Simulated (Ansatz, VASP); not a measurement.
# H21O10F in VASP and in Ansatz

```xyz
32
Lattice="6.9382 0.0000 0.0000 0.0000 6.9382 0.0000 0.0000 0.0000 6.9382" Properties=species:S:1:pos:R:3 pbc="T T T"
O     0.4065   -0.3976    1.2747
O     3.6513    2.2871    2.5101
O     2.0954    0.8009    4.4702
O     1.8310    3.2192    0.6898
O     0.0819    1.5316    6.3357
O     6.1867    5.8099    4.0769
O     6.7310    3.7712    2.3217
O     3.4071    4.0223    4.8450
O     3.9508    0.5445    6.8649
O     2.5390    5.7277    2.6773
H     0.3290    0.2964    0.5593
H    -0.2580   -1.0746    1.0619
H     3.0258    2.6391    1.8156
H     4.0805    1.5412    2.0495
H     2.4512    1.4764    3.8398
H     2.2626   -0.0110    3.9202
H     2.1782    3.8716    0.0568
H     1.1506    3.6656    1.2670
H     0.6605    2.2119    6.7785
H     0.6069    1.3042    5.5288
H     6.0938    5.5288    5.0141
H     6.8536    6.5189    4.0626
H     6.5365    4.4703    2.9991
H     5.8656    3.4500    2.0121
H     3.6721    3.2754    4.2670
H     3.0820    4.6912    4.1974
H     4.8204    0.8004    6.5044
H     3.3312    0.6660    6.1115
H     3.2992    5.9271    2.1044
H     1.7436    5.9846    2.1143
H     4.5245    4.4095    5.7659
F     5.2843    4.6242    6.3735
```

Alike in both runs: functional PBE; dispersion D3(BJ); k mesh 1 × 1 × 1; occupations fermi-dirac, width 0.05 eV; no spin polarisation.

Ansatz relaxed the structure, and its values are those at the end. VASP's run is a single point on that final structure, the one shown.

|  | VASP | Ansatz |
| --- | --- | --- |
| version | VASP 6.6.1 | Ansatz 0.2.0 |
| potentials or method | VASP PAW PBE potentials, release 64 (O, H, F), cutoff 520 eV | scalar-relativistic, plane waves, PAW |
| valence electrons in the cell | 88 | 88 |

Ansatz gave:

* rms of the force components (eV/Å): 0.070

Estimate VASP's values.

rms of the force components (eV/Å): 0.076.
